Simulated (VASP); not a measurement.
Here is a VASP 6.6.1 calculation.

File POSCAR:

```
WC
1.0
    2.9065000000      0.0000000000      0.0000000000
   -1.4532500000      2.5171028361      0.0000000000
    0.0000000000      0.0000000000      2.8366000000
W C
1 1
Direct
    0.0000000000      0.0000000000      0.0000000000
    0.6666666667      0.3333333333      0.5000000000
```

Contents of INCAR.step1:

```
SYSTEM = WC
ALGO = Normal ; EDIFF = 1E-4
ENCUT = 600 ; GGA = PE
ISMEAR = 0 ; LASPH = .True.
LCHARG = .False. ; LREAL = .False.
LWAVE = .True. ; NELM = 100
PREC = Accurate ; SIGMA = 0.1
```

The input INCAR.step2:

```
SYSTEM = WC
ALGO = Normal ; EDIFF = 1E-7
EDIFFG = -0.005 ; ENCUT = 600
IBRION = 2 ; ISIF = 3
ISMEAR = 0 ; ISTART = 1
LASPH = .True. ; LCHARG = .False.
LMIXTAU = .True. ; LREAL = .False.
LWAVE = .False. ; METAGGA = R2SCAN
NELM = 100 ; NSW = 100
PREC = Accurate ; SIGMA = 0.1
```

KPOINTS

```
k-points
0
Gamma
  18 18 14
  0 0 0
```

Potentials or basis: VASP PAW PBE potentials, release 64 (W_sv, C).

Launch:

```sh
$ cat potpaw_PBE.64/W_sv/POTCAR potpaw_PBE.64/C/POTCAR > POTCAR
$ cp INCAR.step1 INCAR
$ mpirun -np 1 vasp_std > vasp.out
$ cp INCAR.step2 INCAR
$ mpirun -np 1 vasp_std > vasp.out
```

(1) Estimate the relaxed cell.

(2) What does it give for the relaxed volume?

Answers

(1) a = 2.916 Å, b = 2.916 Å, c = 2.840 Å, α = 90.00°, β = 90.00°, γ = 120.00°.

(2) 10.46 Å³/atom.

Caveat: the PAW data sets were made with another functional, which shifts forces and pressure a little.
